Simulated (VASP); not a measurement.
Set up this calculation in VASP 6.6.1, as the native input.

| Property | Result |
| --- | --- |
| Task | single point |
| Functional | PBE-based global hybrid with 50 % exact exchange |
| Potentials or basis | VASP PAW PBE potentials, release 64 (Sb_d_GW) |
| Cutoff | 400 eV |
| k mesh | 4 × 4 × 4 |
| Occupations | fermi-dirac, width 0.05 eV |
| Spin | no spin polarisation |
| Dipole correction | no |
| Grid for exact exchange (PRECFOCK) | Normal |
| Share of exact exchange | 0.5 |
| Further INCAR settings | ALGO = Normal; EDIFF = 1e-06; NBANDS = 22 |

Sb:

```
CELL_PARAMETERS angstrom
2.15420 1.24373 3.75800
-2.15420 1.24373 3.75800
0.00000 -2.48746 3.75800
ATOMIC_POSITIONS crystal
Sb 0.76651 0.76651 0.76651
Sb 0.23349 0.23349 0.23349
```

The input as run:

POSCAR

```
Sb
1.0
    2.1542000000      1.2437279499      3.7580000000
   -2.1542000000      1.2437279499      3.7580000000
    0.0000000000     -2.4874558998      3.7580000000
Sb
2
Direct
    0.7665100000      0.7665100000      0.7665100000
    0.2334900000      0.2334900000      0.2334900000
```

INCAR.step1

```
PREC     = Accurate       # precision mode
ENCUT    = 400            # plane-wave cutoff, eV
EDIFF    = 1E-5           # SCF threshold, eV
ISMEAR   = -1             # smearing method
SIGMA    = 0.05           # smearing width, eV
LREAL    = False          # projectors in reciprocal space
LASPH    = True           # aspherical terms in the spheres
NELM     = 120            # most SCF steps
ALGO     = Normal         # electronic algorithm
ISIF     = 2              # what is computed and relaxed
LWAVE    = True           # write WAVECAR
LCHARG   = False          # write CHGCAR
GGA      = PE             # functional
NBANDS   = 22             # bands
GGA_COMPAT= False
```

INCAR.step2

```
PREC     = Accurate       # precision mode
ENCUT    = 400            # plane-wave cutoff, eV
EDIFF    = 1E-6           # SCF threshold, eV
ISMEAR   = -1             # smearing method
SIGMA    = 0.05           # smearing width, eV
LREAL    = False          # projectors in reciprocal space
LASPH    = True           # aspherical terms in the spheres
NELM     = 120            # most SCF steps
ALGO     = Normal         # electronic algorithm
ISIF     = 2              # what is computed and relaxed
LWAVE    = False          # write WAVECAR
LCHARG   = False          # write CHGCAR
GGA      = PE             # functional
LHFCALC  = True           # exact exchange
AEXX     = 0.5            # exact-exchange fraction
PRECFOCK = Normal       
ISTART   = 1            
NBANDS   = 22             # bands
GGA_COMPAT= False
```

KPOINTS

```
Automatic mesh
0
Gamma
  4 4 4
```

Potentials or basis: VASP PAW PBE potentials, release 64 (Sb_d_GW).

Command:

```bash
$ cat potpaw_PBE.64/Sb_d_GW/POTCAR > POTCAR
$ cp INCAR.step1 INCAR
$ mpirun -np 1 vasp_std > vasp.out
$ cp INCAR.step2 INCAR
$ mpirun -np 1 vasp_std > vasp.out
```

Results of the run:

```json
{"Pressure": "-1.7 GPa", "Largest force": "0.705 eV/Å", "Band gap on the k mesh": "1.57 eV (least direct gap 1.77 eV)"}
```

Caveat: the k points lie up to 0.44 Å⁻¹ apart; the PAW data sets were made with another functional, which shifts forces and pressure a little; spin-orbit coupling is left out, which moves the levels of the heavy elements.

Wall time 23 min on 1 thread of Intel(R) Xeon(R) Platinum 8488C (Sapphire Rapids) (shared host), peak memory 0.19 GiB.
